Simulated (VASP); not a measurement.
# Pd: single point with PBEsol

Crystal: Pd.

```
CELL_PARAMETERS angstrom
0.00000 2.95307 2.95307
2.95307 0.00000 2.95307
2.95307 2.95307 0.00000
ATOMIC_POSITIONS crystal
Pd 0.12500 0.12500 0.12500
Pd 0.87500 0.87500 0.87500
```

This isn't the form of Pd at room conditions, which is fcc.

* Program: VASP 6.6.1
* Task: single point
* Functional: PBEsol
* Potentials or basis: VASP PAW PBE potentials, release 64 (Pd)
* Cutoff: 520 eV
* k mesh: 11 × 11 × 11
* Occupations: fermi-dirac, width 0.05 eV
* Spin: collinear spin
* Starting moments: [-0.467, -0.467] μB

```
Pressure                                              : -7.2 GPa
Net moment                                            : -0.94 μB per cell
Site moments                                          : Pd -0.46 μB
Valence electrons inside the program's atomic spheres : Pd 9.21
```

Levels at points of the mesh, in eV from the Fermi level:
Spin up:
| k point | band 6 | band 7 | band 8 | band 9 | band 10 | band 11 | band 12 | band 13 | band 14 | band 15 |
| --- | --- | --- | --- | --- | --- | --- | --- | --- | --- | --- |
| (0.00, 0.00, 0.00) | -2.86 | -1.10 | -1.10 | -1.10 | -0.05 | -0.05 | 11.11 | 11.11 | 11.11 | 11.62 |
Spin down:
| k point | band 7 | band 8 | band 9 | band 10 | band 11 | band 12 | band 13 | band 14 | band 15 | band 16 |
| --- | --- | --- | --- | --- | --- | --- | --- | --- | --- | --- |
| (0.00, 0.00, 0.00) | -1.43 | -1.43 | -1.43 | -0.38 | -0.38 | 11.00 | 11.00 | 11.00 | 11.51 | 11.51 |

Run time: 100 s on 1 thread of Intel(R) Xeon(R) Platinum 8259CL CPU @ 2.50GHz (Skylake/Cascade Lake), on a shared host, peak memory 0.25 GiB.

Caveat: the cell stands under tension; the PAW data sets were made with another functional, which shifts forces and pressure a little.
